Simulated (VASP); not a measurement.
# LiH (P4/mmm) in VASP: notebook, part 2 of 2

VASP 6.6.1. The steps go on from the part before.

## (3) Relaxation of cell and atoms, PBE

INCAR

```
SYSTEM = LiH
ALGO     = Normal         ! electronic algorithm
EDIFF    = 1E-6           ! SCF threshold, eV
EDIFFG   = -0.04          ! ionic threshold
ENCUT    = 600            ! plane-wave cutoff, eV
GGA      = PE             ! functional
IBRION   = 2              ! ionic algorithm
ISIF     = 3              ! what is computed and relaxed
ISMEAR   = 0              ! smearing method
LASPH    = .True.         ! aspherical terms in the spheres
LCHARG   = .False.        ! write CHGCAR
LREAL    = .False.        ! projectors in reciprocal space
LWAVE    = .False.        ! write WAVECAR
NELM     = 100            ! most SCF steps
NSW      = 90             ! ionic steps
PREC     = Accurate       ! precision mode
SIGMA    = 0.1            ! smearing width, eV
```

KPOINTS

```
k-points
0
Gamma
  8 8 6
  0 0 0
```

POSCAR

```
LiH
1.0
    2.4609181900      0.0000000000      0.0000000000
    0.0000000000      2.4609181900      0.0000000000
    0.0000000000      0.0000000000      3.3124463100
Li H
1 1
Direct
    0.5000000000      0.5000000000      0.5000000000
    0.0000000000      0.0000000000      0.0000000000
```

Potentials or basis: VASP PAW PBE potentials, release 64 (Li_sv, H).

On the command line:

```
> cat potpaw_PBE.64/Li_sv/POTCAR potpaw_PBE.64/H/POTCAR > POTCAR
> mpirun -np 1 vasp_std > vasp.out
```

OUTCAR:

```text
SYSTEM = LiH
   EDIFF = 1E-6
   EDIFFG = -0.04
   ENCUT = 600
   GGA = PE
   IBRION = 2
   ISIF = 3
   ISMEAR = 0
   LASPH = .True.
   LREAL = .False.
   NELM = 100
   NSW = 90
   PREC = Accurate

 ion  position               nearest neighbor table
   1  0.500  0.500  0.500-
   2  0.000  0.000  0.000-

  LATTYP: Found a simple tetragonal cell.
 ALAT       =     2.4609181900
 C/A-ratio  =     1.3460204908

  Lattice vectors:

 A1 = (   2.4609181900,   0.0000000000,   0.0000000000)
 A2 = (   0.0000000000,   2.4609181900,   0.0000000000)
 A3 = (   0.0000000000,   0.0000000000,   3.3124463100)

Analysis of symmetry for initial positions (statically):
=====================================================================
 Subroutine PRICEL returns:
 Original cell was already a primitive cell.

 Routine SETGRP: Setting up the symmetry group for a
 simple tetragonal supercell.

 Subroutine GETGRP returns: Found 16 space group operations
 (whereof 16 operations were pure point group operations)
 out of a pool of 16 trial point group operations.

The static configuration has the point symmetry D_4h.

Analysis of symmetry for dynamics (positions and initial velocities):
=====================================================================
 Subroutine PRICEL returns:
 Original cell was already a primitive cell.

 Routine SETGRP: Setting up the symmetry group for a
 simple tetragonal supercell.

 Subroutine GETGRP returns: Found 16 space group operations
 (whereof 16 operations were pure point group operations)
 out of a pool of 16 trial point group operations.

The dynamic configuration has the point symmetry D_4h.

 Subroutine INISYM returns: Found 16 space group operations
 (whereof 16 operations are pure point group operations),
 and found     1 'primitive' translations

----------------------------------------------------------------------------------------

                                     Primitive cell

  volume of cell :      20.0606

  direct lattice vectors                    reciprocal lattice vectors
     2.460918190  0.000000000  0.000000000     0.406352395  0.000000000  0.000000000
     0.000000000  2.460918190  0.000000000     0.000000000  0.406352395  0.000000000
     0.000000000  0.000000000  3.312446310     0.000000000  0.000000000  0.301891686

  length of vectors
     2.460918190  2.460918190  3.312446310     0.406352395  0.406352395  0.301891686

  position of ions in fractional coordinates (direct lattice)
     0.500000000  0.500000000  0.500000000
     0.000000000  0.000000000  0.000000000

  ion indices of the primitive-cell ions
   primitive index   ion index
                 1           1
                 2           2

----------------------------------------------------------------------------------------

 KPOINTS: k-points

Automatic generation of k-mesh.
 Grid dimensions read from file:
 generate k-points for:    8    8    6

 Generating k-lattice:

  Cartesian coordinates                     Fractional coordinates (reciprocal lattice)
     0.050794049  0.000000000  0.000000000     0.125000000  0.000000000  0.000000000
     0.000000000  0.050794049  0.000000000     0.000000000  0.125000000  0.000000000
     0.000000000  0.000000000  0.050315281     0.000000000  0.000000000  0.166666667

  Length of vectors
     0.050794049  0.050794049  0.050315281

  Shift w.r.t. Gamma in fractional coordinates (k-lattice)
     0.000000000  0.000000000  0.000000000

 Subroutine IBZKPT returns following result:
 ===========================================

 Found     60 irreducible k-points:

 Following reciprocal coordinates:
            Coordinates               Weight
  0.000000  0.000000  0.000000      1.000000
  0.125000  0.000000  0.000000      4.000000
  0.250000  0.000000  0.000000      4.000000
  0.375000  0.000000  0.000000      4.000000
  0.500000  0.000000  0.000000      2.000000
  0.125000  0.125000  0.000000      4.000000
[... 16 lines left out ...]
  0.375000  0.125000  0.166667     16.000000
  0.500000  0.125000  0.166667      8.000000
 [... further k-points ...]
   k-points           NKPTS =     60   k-points in BZ     NKDIM =     60   number of bands    NBANDS=      6
   number of dos      NEDOS =    301   number of ions     NIONS =      2
   total plane-waves  NPLWV =  11200
   dimension x,y,z NGX =    20 NGY =   20 NGZ =   28
   dimension x,y,z NGXF=    40 NGYF=   40 NGZF=   56
   ions per type =               1   1
   NGX,Y,Z   is equivalent  to a cutoff of  13.51, 13.51, 14.05 a.u.
   NGXF,Y,Z  is equivalent  to a cutoff of  27.02, 27.02, 28.11 a.u.
 SYSTEM =  LiH
   PREC   = accura    normal or accurate (medium, high low for compatibility)
   ISTART =      0    job   : 0-new  1-cont  2-samecut
   ICHARG =      2    charge: 1-file 2-atom 10-const
   ISPIN  =      1    spin polarized calculation?
   LNONCOLLINEAR =      F non collinear calculations
   LSORBIT =      F    spin-orbit coupling
   LASPH  =      T    aspherical Exc in radial PAW
   ENCUT  =  600.0 eV  44.10 Ry    6.64 a.u.   4.92  4.92  6.62*2*pi/ulx,y,z
   NELM   =    100;   NELMIN=  2; NELMDL= -5     # of ELM steps
   EDIFF  = 0.1E-05   stopping-criterion for ELM
   LREAL  =      F    real-space projection
   EDIFFG = -.4E-01   stopping-criterion for IOM
   NSW    =     90    number of steps for IOM
   IBRION =      2    ionic relax: 0-MD 1-quasi-New 2-CG
   NFREE  =      1    steps in history (QN), initial steepest desc. (CG)
   ISIF   =      3    stress and relaxation
   ISYM   =      2    0-nonsym 1-usesym 2-fastsym
   POTIM  = 0.5000    time-step for ionic-motion
   TEBEG  =    0.0;   TEEND  =   0.0 temperature during run
   PSTRESS=    0.0 pullay stress
   NELECT =       4.0000    total number of electrons
   NUPDOWN=      -1.0000    fix difference up-down
   EMIN   =  10.00;   EMAX   =-10.00  energy-range for DOS
   EFERMI =   0.00;   METHOD = LEGACY
   ISMEAR =     0;   SIGMA  =   0.10  broadening in eV -4-tet -1-fermi 0-gaus
   EFERMI_NEDOS =   21; number of points for ismear=-14 and -15
   IALGO  =     38    algorithm
   IMIX   =      4    mixing-type and parameters
     AMIX     =   0.40;   BMIX     =  1.00
     AMIX_MAG =   1.60;   BMIX_MAG =  1.00
  volume/ion in A,a.u.               =      10.03        67.69
  Fermi-wavevector in a.u.,A,eV,Ry     =   0.956417  1.807365 12.445694  0.914733
  Thomas-Fermi vector in A             =   2.085343
   LORBIT       =      0    0 simple, 1 ext, 2 COOP (PROOUT), +10 PAW based schemes
   GGA     = PE    functional components
   LHFCALC =     F    Hartree Fock is set to
   AEXX    =    0.0000 exact exchange contribution
   IVDW    =     0    specifies the selected vdW correction
   LEPSILON=     F    determine dielectric tensor
   LRPA    =     F    only Hartree local field effects (RPA)
 conjugate gradient relaxation of ions
 non-spin polarized calculation
 Gauss-broadening in eV      SIGMA  =   0.10
  energy-cutoff  :      600.00
  volume of cell :       20.06
 maximum number of plane-waves:       688
 NGX is ok and might be reduce to    20
   NGX =  9   NGY =  9   NGZ = 13

--------------------------------------- Ionic step        1  -------------------------------------------

 number of electron       4.0000000 magnetization

 Free energy of the ion-electron system (eV)
  ---------------------------------------------------
  ext. energy  EPLUGINS =         0.00000000
  ---------------------------------------------------
  free energy    TOTEN  =        -5.05577115 eV

  energy without entropy =       -5.05443674  energy(sigma->0) =       -5.05510395

------------------------ aborting loop because EDIFF is reached ----------------------------------------

  FORCE on cell =-STRESS in cart. coord.  units (eV):
  Direction    XX          YY          ZZ          XY          YZ          ZX
  --------------------------------------------------------------------------------------
  -------------------------------------------------------------------------------------
  Total        1.0309531      1.0309531     -3.7115417      0.0000000      0.0000000      0.0000000
  in kB       82.3391300     82.3391300   -296.4297047      0.0000000      0.0000000      0.0000000
  external PRESSURE =     -43.9171482 kB  Pullay stress =       0.0000000 kB
[... 59 lines left out ...]
--------------------------------------- Ionic step        3  -------------------------------------------

 number of electron       4.0000001 magnetization

 E-fermi :   2.6730     XC(G=0):  -8.1787

 val. band max:        2.5248065133   @ k =   0.5000   0.5000   0.5000
 cond. band min:       2.8213933214   @ k =   0.0000   0.0000   0.5000
 fundamental gap:      0.2965868081
 Fermi energy:         2.6729667593

 k-point     1 :       0.0000    0.0000    0.0000
  band No.  band energies     occupation
      1     -45.4100      2.00000
      2      -5.3660      2.00000
      3      12.1471      0.00000
      4      13.0994      0.00000
      5      14.4346      0.00000
      6      14.4346      0.00000
[... 386 lines left out ...]
--------------------------------------- Ionic step        8  -------------------------------------------

 number of electron       4.0000009 magnetization

 Free energy of the ion-electron system (eV)
  ---------------------------------------------------
  ext. energy  EPLUGINS =         0.00000000
  ---------------------------------------------------
  free energy    TOTEN  =        -5.65876273 eV

  energy without entropy =       -5.65876273  energy(sigma->0) =       -5.65876273

 E-fermi :   3.7793     XC(G=0):  -8.6031

 val. band max:        3.4289978073   @ k =   0.5000   0.5000   0.5000
 cond. band min:       4.1399047409   @ k =   0.5000   0.0000   0.0000
 fundamental gap:      0.7109069336
 Fermi energy:         3.7792646967

 k-point     1 :       0.0000    0.0000    0.0000
  band No.  band energies     occupation
      1     -44.6659      2.00000
      2      -5.2996      2.00000
      3      15.2545      0.00000
      4      15.2545      0.00000
      5      15.3789      0.00000
      6      15.7917      0.00000
[... 236 lines left out ...]
  FREE ENERGIE OF THE ION-ELECTRON SYSTEM (eV)
  ---------------------------------------------------
  free  energy   TOTEN  =        -5.6587627265 eV

  energy  without entropy=       -5.6587627251  energy(sigma->0) =       -5.65876273

 reached required accuracy - stopping structural energy minimisation
```

It took 14 s on 1 thread of Intel Xeon 6975P-C (Granite Rapids), shared host; peak memory 0.13 GiB.

What came out:

```yaml
Free_energy: -5.6588 eV
Relaxed_volume: 7.96 Å³/atom
Relaxed_cell: a = 2.518 Å, b = 2.518 Å, c = 2.511 Å, α = 90.00°, β = 90.00°, γ = 90.00°
Space_group_after_relaxing_to_0.05_Å: Pm-3m (No. 221)
Energy_gained_by_relaxing: 301.5 meV/atom
Ionic_steps: 8
Pressure_after_relaxing: -0.5 GPa
Band_gap_on_the_k_mesh: 0.71 eV, indirect (least direct gap 4.19 eV)
```

Stress tensor (GPa, compression positive):
```
-0.76  0.00  0.00
 0.00 -0.76  0.00
 0.00  0.00  0.15
```

The path:
```
step  energy change (eV)  largest force (eV/Å)  pressure (GPa)  volume (Å³)
   1              0.0000                0.0000           -4.39        20.06
   2             -0.3398                0.0000           -4.54        19.18
   3             -0.5429                0.0000           -4.07        18.23
   4             -0.3029                0.0000            0.83        15.90
   5             -0.5797                0.0000           -3.51        17.71
   6             -0.5807                0.0000           -3.38        17.64
   7             -0.5925                0.0000           -2.47        17.01
   8             -0.6030                0.0000           -0.46        15.93
```

Final structure:
```cif
data_structure
_symmetry_space_group_name_H-M 'P 1'
_symmetry_Int_Tables_number 1
_cell_length_a 2.5184
_cell_length_b 2.5184
_cell_length_c 2.5110
_cell_angle_alpha 90.000
_cell_angle_beta 90.000
_cell_angle_gamma 90.000
_cell_volume 15.93
loop_
_atom_site_label
_atom_site_type_symbol
_atom_site_fract_x
_atom_site_fract_y
_atom_site_fract_z
_atom_site_occupancy
Li1 Li 0.50000 0.50000 0.50000 1
H1 H 0.00000 0.00000 0.00000 1
```

Levels at points of the mesh, in eV from the valence-band top:
```
           k point  band 1  band 2  band 3  band 4  band 5
(0.00, 0.00, 0.00)  -48.09   -8.73   11.83   11.83   11.95
(0.50, 0.00, 0.00)  -48.05   -6.50    0.71   11.32   16.05
(0.50, 0.50, 0.00)  -48.00   -2.65    1.55    1.55    8.97
(0.00, 0.00, 0.50)  -48.04   -6.47    0.74   11.27   16.08
(0.50, 0.00, 0.50)  -48.00   -2.62    1.57    1.59    9.00
(0.50, 0.50, 0.50)  -47.96    0.00    6.36    6.39    6.39
```

Caveat: the cutoff is under 1.25 times the usual one of these potentials, so pressure, stress and relaxed cells hold a basis-set (Pulay) error; the volume moved by over 15 % at a fixed basis, so the end points are rough.
